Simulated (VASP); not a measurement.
Input of a VASP 6.6.1 run:

INCAR

```
SYSTEM = C
PREC = Accurate ; ENCUT = 520
EDIFF = 1E-6 ; ISMEAR = -1
SIGMA = 0.05 ; LREAL = .FALSE.
LASPH = .TRUE. ; NELM = 60
ALGO = Normal ; ISIF = 2
LWAVE = .FALSE. ; LCHARG = .FALSE.
GGA = PE ; IBRION = 2
NSW = 60 ; EDIFFG = -0.01
```

The input KPOINTS:

```
regular mesh
0
G
  10 10 3
  0 0 0
```

File POSCAR:

```
C
1.0
    2.6229840000      0.0000000000      0.0000000000
   -1.3114920000      2.2715707777      0.0000000000
    0.0000000000      0.0000000000      8.2371000000
C
8
Direct
    0.6666666667      0.3333333333      0.8437500000
    0.3333333333      0.6666666667      0.3437500000
    0.6666666667      0.3333333333      0.6562500000
    0.3333333333      0.6666666667      0.1562500000
    0.0000000000      0.0000000000      0.9062500000
    0.0000000000      0.0000000000      0.4062500000
    0.0000000000      0.0000000000      0.5937500000
    0.0000000000      0.0000000000      0.0937500000
```

Potentials or basis: VASP PAW PBE potentials, release 64 (C).

The run is started by

```sh
$ cat potpaw_PBE.64/C/POTCAR > POTCAR
$ mpirun -np 1 vasp_std > vasp.out
```

Q: What does it give for the band gap on the k mesh?

A: 3.78 eV (least direct gap 4.61 eV).

Q: What does it give for the energy gained by relaxing?

A: 1.4 meV/atom.

Stress tensor (GPa, compression positive):
```
-42.94   0.00   0.00
  0.00 -42.94   0.00
  0.00   0.00   7.58
```

Caveat: an odd mesh through Γ misses points on the zone boundary, where band edges can lie.
